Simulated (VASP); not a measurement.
A run of VASP 6.6.1 is set up as follows.

The input INCAR:

```
  PREC = Accurate
  ENCUT = 520
  EDIFF = 1E-7
  ISMEAR = -1
  SIGMA = 0.06122561905347299
  LREAL = F
  LASPH = T
  NELM = 100
  ALGO = Normal
  ISIF = 2
  LWAVE = F
  LCHARG = F
  GGA = PE
  NBANDS = 12
```

Contents of KPOINTS:

```
Automatic mesh
0
Gamma
  27 27 27
```

File POSCAR:

```
Sb
1.0
    0.0000000000      3.4973497393      3.4973497393
    3.4973497393      0.0000000000      3.4973497393
    3.4973497393      3.4973497393      0.0000000000
Sb
2
Direct
    0.0000000000      0.0000000000      0.0000000000
    0.2500000000      0.2500000000      0.2500000000
```

Potentials or basis: VASP PAW PBE potentials, release 64 (Sb).

Command:

```bash
$ cat potpaw_PBE.64/Sb/POTCAR > POTCAR
$ mpirun -np 1 vasp_std > vasp.out
```

(1) Predict the band gap on the k mesh.

(2) Estimate the pressure.

Results:

(1) zero (bands 5 and 6 overlap by 1.04 eV).

(2) -0.1 GPa.

Caveat: spin-orbit coupling is left out, which moves the levels of the heavy elements.
